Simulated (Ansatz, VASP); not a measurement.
# One calculation of MoS2, two programs

```xyz
6
Lattice="3.1415 0.0000 0.0000 -1.5708 2.7206 0.0000 0.0000 0.0000 21.3777" Properties=species:S:1:pos:R:3 pbc="T T T"
Mo    0.0000    1.8137   18.1958
Mo    1.5708    0.9069    3.1818
S     1.5708    0.9069   16.6666
S     0.0000    1.8137    1.6514
S     1.5708    0.9069   19.7262
S     0.0000    1.8137    4.7111
```

Alike in both runs: task single point; functional PBEsol; dispersion D3(BJ); k mesh 10 × 10 × 2; occupations fermi-dirac, width 0.05 eV; no spin polarisation.

|  | VASP | Ansatz |
| --- | --- | --- |
| version | VASP 6.6.1 | Ansatz 0.2.0 |
| potentials or method | VASP PAW PBE potentials, release 64 (Mo_sv, S) | Ansatz PAW |
| plane-wave cutoff (eV) | 520 | 420 |
| valence electrons in the cell | 52 | 52 |

Ansatz gave:

```
gap on the k mesh at the Fermi level (eV) : 1.43
least direct gap on the mesh (eV)         : 2.00
rms of the force components (eV/Å)        : 0.270
```

**Question.** What did VASP give for the same quantities?

**Answer.** gap on the k mesh at the Fermi level (eV): 1.45; least direct gap on the mesh (eV): 2.01; rms of the force components (eV/Å): 0.269.

VASP's potentials were made for PBE, not for PBEsol. Atom by atom the forces differ by 0.000 eV/Å (rms over components).
